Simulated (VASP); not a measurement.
Sb: single point with r2SCAN

The system is Sb.

```
Sb
1.0
     3.08334    0.00000    0.00000
     0.00000    3.08334    0.00000
     0.00000    0.00000    3.08334
Sb
1
Direct
  0.00000 0.00000 0.00000
```

This isn't the form of Sb at room conditions, which is rhombohedral.

```yaml
Program: VASP 6.6.1
Task: single point
Functional: r2SCAN
Potentials_or_basis: VASP PAW PBE potentials, release 64 (Sb)
Cutoff: 550 eV
k_mesh: 12 × 12 × 12
Occupations: fermi-dirac, width 0.05 eV
Spin: no spin polarisation
Dipole_correction: no
Further_INCAR_settings: ALGO = Normal; EDIFF = 1e-06; NBANDS = 8
```

```yaml
Pressure: 0.2 GPa
Band_gap_on_the_k_mesh: zero (an odd number of electrons rules out a gap without spin polarisation)
```

Levels at points of the mesh, in eV from the Fermi level:
| k point | band 1 | band 2 | band 3 | band 4 | band 5 | band 6 | band 7 | band 8 |
| --- | --- | --- | --- | --- | --- | --- | --- | --- |
| (0.00, 0.00, 0.00) | -13.24 | 3.36 | 3.36 | 3.36 | 7.14 | 7.14 | 9.14 | 18.42 |
| (0.50, 0.00, 0.00) | -10.60 | -6.12 | 5.56 | 5.56 | 9.26 | 11.27 | 11.92 | 11.92 |
| (0.50, 0.50, 0.00) | -7.75 | -3.99 | -3.99 | 2.29 | 7.84 | 13.52 | 13.87 | 13.87 |
| (0.50, 0.50, 0.50) | -4.47 | -1.97 | -1.97 | -1.97 | 5.03 | 5.03 | 5.03 | 7.39 |

Run time: 50 s on 1 thread of AMD EPYC 7R43 64-Core Processor (Zen 3) (shared host), peak memory 0.12 GiB.

Caveat: the PAW data sets were made with another functional, which shifts forces and pressure a little; spin-orbit coupling is left out, which moves the levels of the heavy elements.
